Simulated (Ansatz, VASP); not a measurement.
# Two plane-wave programs on RbBr

```
Rb Br
1.0
     0.00000    3.95676    2.57189
     3.95676    0.00000    2.57189
     3.95676    3.95676    0.00000
Rb Br
1 1
Direct
  0.00000 0.00000 0.00000
  0.50000 0.50000 0.50000
```

Alike in both runs: task single point; functional PBEsol; k mesh 6 × 6 × 6; occupations gaussian, width 0.05 eV; no spin polarisation.

```csv
,VASP,Ansatz
version,VASP 6.6.1,Ansatz 0.2.0
potentials or method,"VASP PAW PBE potentials, release 64 (Rb_sv, Br), cutoff 520 eV","scalar-relativistic, plane waves, PAW"
valence electrons in the cell,16,16
```

Ansatz gave:

```
gap on the k mesh at the Fermi level (eV)                     : 1.71
least direct gap on the mesh (eV)                             : 1.71
pressure (GPa)                                                : 13.9
traceless stress, the component that is largest in VASP (GPa) : 30.17
```

Which values does VASP return?

gap on the k mesh at the Fermi level (eV): 1.69; least direct gap on the mesh (eV): 1.69; pressure (GPa): 14.1; traceless stress, the component that is largest in VASP (GPa): 30.62.

VASP's potentials were made for PBE, not for PBEsol.
